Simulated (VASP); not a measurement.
Wanted: the native input for a VASP 6.6.1 run.

| Property | Result |
| --- | --- |
| Task | single point |
| Functional | PBE |
| Potentials or basis | VASP PAW PBE potentials, release 64 (Li_sv, Ta_sv_GW, O) |
| Cutoff | 880 eV |
| k mesh | 6 × 6 × 2 |
| Occupations | gaussian, width 0.1 eV |
| Spin | no spin polarisation |
| Dipole correction | no |
| Further INCAR settings | ALGO = Normal; EDIFF = 1e-06; NBANDS = 28 |

The structure of Li2TaO3 lies in POSCAR:

```
Li2TaO3
1.0
    2.8688479539      0.0000000000      0.0000000000
    0.0000000000      2.8688479539      0.0000000000
    0.0000000000      0.0000000000      8.9032219953
Li Ta O
2 1 3
Direct
    0.0000000000      0.0000000000      0.8525228887
    0.5000000000      0.5000000000      0.6235412202
    0.5000000000      0.5000000000      0.1635751149
    0.0000000000      0.0000000000      0.6504327516
    0.0000000000      0.0000000000      0.2487951261
    0.5000000000      0.5000000000      0.9611329085
```

The cell was generated, and may not be a known phase.

The input as run:

INCAR

```
SYSTEM = Li2TaO3
  PREC = Accurate
  ENCUT = 880
  EDIFF = 1E-6
  ISMEAR = 0
  SIGMA = 0.1
  LREAL = .FALSE.
  LASPH = .TRUE.
  NELM = 120
  ALGO = Normal
  ISIF = 2
  LWAVE = .FALSE.
  LCHARG = .FALSE.
  GGA = PE
  NBANDS = 28
  GGA_COMPAT = .FALSE.
```

KPOINTS

```
regular mesh
0
G
  6 6 2
  0 0 0
```

Potentials or basis: VASP PAW PBE potentials, release 64 (Li_sv, Ta_sv_GW, O).

The run is started by

```sh
$ cat potpaw_PBE.64/Li_sv/POTCAR potpaw_PBE.64/Ta_sv_GW/POTCAR potpaw_PBE.64/O/POTCAR > POTCAR
$ mpirun -np 1 vasp_std > vasp.out
```

Results of the run:

- Pressure: 0.4 GPa
- Largest force: 0.181 eV/Å
- Band gap on the k mesh: zero (an odd number of electrons rules out a gap without spin polarisation)

Caveat: the k points lie up to 0.37 Å⁻¹ apart, too coarse for converged energies and pressures of a metal; spin-orbit coupling is left out, which moves the levels of the heavy elements; an odd number of electrons without spin polarisation forces a metal; a magnetic or distorted state may lie lower.

Run time: 79 s on 1 thread of AMD EPYC 9R45 96-Core Processor (Zen 5) (shared host), peak memory 0.28 GiB.
